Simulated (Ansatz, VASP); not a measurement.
One calculation of Bi2Se3, two programs

```
Bi Se
1.0
     2.09521    1.20967   10.43363
    -2.09521    1.20967   10.43363
     0.00000   -2.41934   10.43363
Bi Se
2 3
Direct
  0.39564 0.39564 0.39564
  0.60436 0.60436 0.60436
  0.00000 0.00000 0.00000
  0.22114 0.22114 0.22114
  0.77886 0.77886 0.77886
```

Alike in both runs: functional PBE; k mesh 9 × 9 × 9; occupations gaussian, width 0.02 eV; no spin polarisation.

Ansatz relaxed the structure, and its values are those at the end. VASP's run is a single point on that final structure, the one shown.

```csv
,VASP,Ansatz
version,VASP 6.6.1,Ansatz 0.2.0
potentials or method,"VASP PAW PBE potentials, release 64 (Bi_d, Se), cutoff 520 eV","scalar-relativistic, plane waves, PAW"
valence electrons in the cell,48,78
```

```csv
,VASP,Ansatz,Ansatz less VASP
gap on the k mesh at the Fermi level (eV),0.70,0.70,+0.002
least direct gap on the mesh (eV),0.71,0.71,0.000
pressure (GPa),0.0,0.0,-0.01
rms of the force components (eV/Å),0.006,0.001,-0.0048
```

VASP's potentials hold 48 valence electrons a cell and Ansatz's 78, so a difference there can come from the potentials and not from the codes.

Spin-orbit coupling is off throughout.
